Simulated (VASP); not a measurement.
# GaN (P1) in VASP: single point with LDA

Aim: the single point of GaN with LDA.

All numbers are computed with VASP 6.6.1; they aren't measurements. Logs are shortened: lines on timing, memory, paths and dates and some standing lists are left out, and cuts for length are marked.

**1. The cell of the first run**

The typed cell holds 8 atoms: a = 3.180 Å, b = 3.180 Å, c = 10.337 Å, α = 89.12°, β = 88.24°, γ = 60.00°.

**2. Single point, LDA (the part above a cut slid along it)**

The input, INCAR:

```
SYSTEM = GaN
PREC     = Accurate       ! precision mode
ENCUT    = 520            ! plane-wave cutoff, eV
EDIFF    = 1E-6           ! SCF threshold, eV
ISMEAR   = 0              ! smearing method
SIGMA    = 0.05           ! smearing width, eV
LREAL    = .False.        ! projectors in reciprocal space
LASPH    = .True.         ! aspherical terms in the spheres
NELM     = 60             ! most SCF steps
ALGO     = Normal         ! electronic algorithm
ISIF     = 2              ! what is computed and relaxed
LWAVE    = .False.        ! write WAVECAR
LCHARG   = .True.         ! write CHGCAR
GGA      = CA             ! functional
LELF     = .True.         ! ELF
LVHAR    = .True.       
NBANDS   = 46             ! bands
```

The input, KPOINTS:

```
Automatic mesh
0
Gamma
  10 10 3
  0 0 0
```

The input, POSCAR:

```
GaN
1.0
   -3.1799996605      0.0000000000      0.0000000000
   -1.5899998302     -2.7539604900      0.0000000000
   -0.3179999660      0.0000000000     10.3320000000
Ga N
4 4
Direct
    0.2427083333      0.3333333333      0.9062500000
    0.2927083333      0.3333333333      0.4062500000
    0.6510416667      0.6666666667      0.1562500000
    0.6010416667      0.6666666667      0.6562500000
    0.3239583333      0.3333333333      0.0937500000
    0.2739583333      0.3333333333      0.5937500000
    0.6322916667      0.6666666667      0.3437500000
    0.5822916667      0.6666666667      0.8437500000
```

Potentials or basis: VASP PAW LDA potentials, release 64 (Ga_d, N).

Started as:

```
$ cat potpaw_LDA.64/Ga_d/POTCAR potpaw_LDA.64/N/POTCAR > POTCAR
$ mpirun -np 1 vasp_std > vasp.out
```

OUTCAR:

```text
SYSTEM = GaN
   PREC = Accurate
   ENCUT = 520
   EDIFF = 1E-6
   ISMEAR = 0
   LREAL = .False.
   LASPH = .True.
   NELM = 60
   ISIF = 2
   GGA = CA

 ion  position               nearest neighbor table
   1  0.243  0.333  0.906-   8 1.95   8 1.95   8 1.95   5 1.96
   2  0.293  0.333  0.406-   6 1.94   7 1.95   7 1.95   7 1.95
   3  0.651  0.667  0.156-   7 1.94   5 1.95   5 1.95   5 1.95
   4  0.601  0.667  0.656-   8 1.94   6 1.95   6 1.95   6 1.95
   5  0.324  0.333  0.094-   3 1.95   3 1.95   3 1.95   1 1.96
   6  0.274  0.333  0.594-   2 1.94   4 1.95   4 1.95   4 1.95
   7  0.632  0.667  0.344-   3 1.94   2 1.95   2 1.95   2 1.95
   8  0.582  0.667  0.844-   4 1.94   1 1.95   1 1.95   1 1.95

  LATTYP: Found a base centered monoclinic cell.
 ALAT       =     3.1799996605
 B/A-ratio  =     1.7320508076
 C/A-ratio  =     3.2505954945
 COS(beta)  =    -0.0307635940

  Lattice vectors:

 A1 = (   1.5899998303,  -2.7539604900,   0.0000000000)
 A2 = (   1.5899998302,   2.7539604900,   0.0000000000)
 A3 = (  -0.3179999660,   0.0000000000,  10.3320000000)

Analysis of symmetry for initial positions (statically):
=====================================================================
 Subroutine PRICEL returns:
 Original cell was already a primitive cell.

 Routine SETGRP: Setting up the symmetry group for a
 base centered monoclinic supercell.

 Subroutine GETGRP returns: Found  1 space group operations
 (whereof  1 operations were pure point group operations)
 out of a pool of  4 trial point group operations.

The static configuration has the point symmetry C_1 .

Analysis of symmetry for dynamics (positions and initial velocities):
=====================================================================
 Subroutine PRICEL returns:
 Original cell was already a primitive cell.

 Routine SETGRP: Setting up the symmetry group for a
 base centered monoclinic supercell.

 Subroutine GETGRP returns: Found  1 space group operations
 (whereof  1 operations were pure point group operations)
 out of a pool of  4 trial point group operations.

The dynamic configuration has the point symmetry C_1 .

 Subroutine INISYM returns: Found  1 space group operations
 (whereof  1 operations are pure point group operations),
 and found     1 'primitive' translations

----------------------------------------------------------------------------------------

                                     Primitive cell
[... 102 lines left out ...]
   NELM   =     60;   NELMIN=  2; NELMDL= -5     # of ELM steps
   EDIFF  = 0.1E-05   stopping-criterion for ELM
   LREAL  =      F    real-space projection
   EDIFFG = 0.1E-04   stopping-criterion for IOM
   NSW    =      0    number of steps for IOM
   IBRION =     -1    ionic relax: 0-MD 1-quasi-New 2-CG
   NFREE  =      0    steps in history (QN), initial steepest desc. (CG)
   ISIF   =      2    stress and relaxation
   ISYM   =      2    0-nonsym 1-usesym 2-fastsym
   POTIM  = 0.5000    time-step for ionic-motion
   TEBEG  =    0.0;   TEEND  =   0.0 temperature during run
   PSTRESS=    0.0 pullay stress
   NELECT =      72.0000    total number of electrons
   NUPDOWN=      -1.0000    fix difference up-down
   EMIN   =  10.00;   EMAX   =-10.00  energy-range for DOS
   EFERMI =   0.00;   METHOD = LEGACY
   ISMEAR =     0;   SIGMA  =   0.05  broadening in eV -4-tet -1-fermi 0-gaus
   EFERMI_NEDOS =   21; number of points for ismear=-14 and -15
   IALGO  =     38    algorithm
   IMIX   =      4    mixing-type and parameters
     AMIX     =   0.40;   BMIX     =  1.00
     AMIX_MAG =   1.60;   BMIX_MAG =  1.00
  volume/ion in A,a.u.               =      11.31        76.33
  Fermi-wavevector in a.u.,A,eV,Ry     =   1.517036  2.866783 31.312431  2.301399
  Thomas-Fermi vector in A             =   2.626346
   LORBIT       =      0    0 simple, 1 ext, 2 COOP (PROOUT), +10 PAW based schemes
   GGA     = CA    functional components
   LHFCALC =     F    Hartree Fock is set to
   AEXX    =    0.0000 exact exchange contribution
   IVDW    =     0    specifies the selected vdW correction
   LEPSILON=     F    determine dielectric tensor
   LRPA    =     F    only Hartree local field effects (RPA)
 non-spin polarized calculation
 Gauss-broadening in eV      SIGMA  =   0.05
  energy-cutoff  :      520.00
  volume of cell :       90.48
 maximum number of plane-waves:      2456
   NGX = 11   NGY = 11   NGZ = 39

 number of electron      71.9999994 magnetization

 Free energy of the ion-electron system (eV)
  ---------------------------------------------------
  ext. energy  EPLUGINS =         0.00000000
  ---------------------------------------------------
  free energy    TOTEN  =       -55.70812190 eV

  energy without entropy =      -55.70812190  energy(sigma->0) =      -55.70812190

 E-fermi :   5.4799     XC(G=0): -12.1774

 val. band max:        5.2591512420   @ k =   0.0000   0.0000   0.0000
 cond. band min:       7.1395619537   @ k =   0.0000   0.0000   0.0000
 fundamental gap:      1.8804107117
 Fermi energy:         5.4798748057

 k-point     1 :       0.0000    0.0000    0.0000
  band No.  band energies     occupation
      1     -10.7526      2.00000
      2     -10.1866      2.00000
      3     -10.1564      2.00000
      4      -9.8379      2.00000
      5      -8.4039      2.00000
      6      -8.3983      2.00000
[... 1165 lines left out ...]
     45      14.7809      0.00000
     46      14.9543      0.00000

 [... further k-points ...]
[... 5 lines left out ...]
  --------------------------------------------------------------------------------------
  -------------------------------------------------------------------------------------
  Total       -2.5995412     -2.3127315     -1.2421444      0.2146098      0.0610781      1.4934038
  in kB      -46.0296972    -40.9511994    -21.9944693      3.8000651      1.0815007     26.4434833
  external PRESSURE =     -36.3251219 kB  Pullay stress =       0.0000000 kB

 VOLUME and BASIS-vectors are now :
 -----------------------------------------------------------------------------
  energy-cutoff  :      520.00
  volume of cell :       90.48
      direct lattice vectors                 reciprocal lattice vectors
    -3.179999661  0.000000000  0.000000000    -0.314465442  0.181556708 -0.009678668
    -1.589999830 -2.753960490  0.000000000     0.000000000 -0.363113416  0.000000000
    -0.317999966  0.000000000 10.332000000     0.000000000  0.000000000  0.096786682

 POSITION                                       TOTAL-FORCE (eV/Angst)
 -----------------------------------------------------------------------------------
     -1.59000     -0.91799      9.36338        -0.430902      0.023685      0.027738
     -1.59000     -0.91799      4.19738         0.007184     -0.000116     -0.150463
     -3.18000     -1.83597      1.61438         0.091801     -0.044842     -0.090560
     -3.18000     -1.83597      6.78038        -0.033376     -0.005209     -0.155767
     -1.59000     -0.91799      0.96863         0.463348      0.057355     -0.048622
     -1.59000     -0.91799      6.13463        -0.002605     -0.001972      0.145993
     -3.18000     -1.83597      3.55163         0.029346      0.004199      0.153652
     -3.18000     -1.83597      8.71762        -0.124796     -0.033099      0.118031
 -----------------------------------------------------------------------------------
    total drift:                                0.000069     -0.000062      0.000096

  FREE ENERGIE OF THE ION-ELECTRON SYSTEM (eV)
  ---------------------------------------------------
  free  energy   TOTEN  =       -55.7081219001 eV

  energy  without entropy=      -55.7081219001  energy(sigma->0) =      -55.70812190
```

OSZICAR:

```text
N       E                     dE             d eps       ncg     rms          rms(c)
DAV:   1     0.792313834340E+03    0.79231E+03   -0.32951E+04 15844   0.293E+03
DAV:   2     0.959909167105E+02   -0.69632E+03   -0.65928E+03 14344   0.717E+02
DAV:   3    -0.523203985646E+02   -0.14831E+03   -0.14421E+03 16176   0.219E+02
DAV:   4    -0.634903826845E+02   -0.11170E+02   -0.11054E+02 17540   0.626E+01
DAV:   5    -0.638454837289E+02   -0.35510E+00   -0.35429E+00 17594   0.114E+01    0.150E+01
DAV:   6    -0.556635354483E+02    0.81819E+01   -0.25337E+01 26358   0.564E+01    0.422E+00
DAV:   7    -0.558344425011E+02   -0.17091E+00   -0.36837E+00 15664   0.992E+00    0.368E+00
DAV:   8    -0.557333018818E+02    0.10114E+00   -0.40084E-01 21758   0.586E+00    0.944E-01
DAV:   9    -0.557070111003E+02    0.26291E-01   -0.11505E-01 21368   0.433E+00    0.374E-01
DAV:  10    -0.557081843338E+02   -0.11732E-02   -0.10744E-02 16820   0.859E-01    0.297E-01
DAV:  11    -0.557085637987E+02   -0.37946E-03   -0.81104E-04 19344   0.515E-01    0.122E-01
DAV:  12    -0.557081184355E+02    0.44536E-03   -0.11424E-03 18516   0.559E-01    0.337E-02
DAV:  13    -0.557081235538E+02   -0.51183E-05   -0.18504E-04 17818   0.114E-01    0.255E-02
DAV:  14    -0.557081225694E+02    0.98444E-06   -0.21280E-05 21008   0.476E-02    0.169E-02
DAV:  15    -0.557081219001E+02    0.66925E-06   -0.27713E-06 11990   0.345E-02
   1 F= -.55708122E+02 E0= -.55708122E+02  d E =-.323546E-12
```

Run time: 6.3 min. Hardware: 1 thread of Intel Xeon Platinum 8559C (Emerald Rapids), shared host; peak memory 0.5 GiB.

Results:

```
Free energy            : -55.7081 eV
Pressure               : -3.6 GPa
Largest force          : 0.469 eV/Å
Band gap on the k mesh : 1.88 eV
```

Forces on the atoms (eV/Å):
```
Ga  -0.431  0.024  0.028
Ga   0.007  0.000 -0.150
Ga   0.092 -0.045 -0.091
Ga  -0.033 -0.005 -0.156
N    0.463  0.057 -0.049
N   -0.003 -0.002  0.146
N    0.029  0.004  0.154
N   -0.125 -0.033  0.118
```

Caveat: the cell differs from its parent crystal (the part above a cut slid along it); the cell stands under tension.
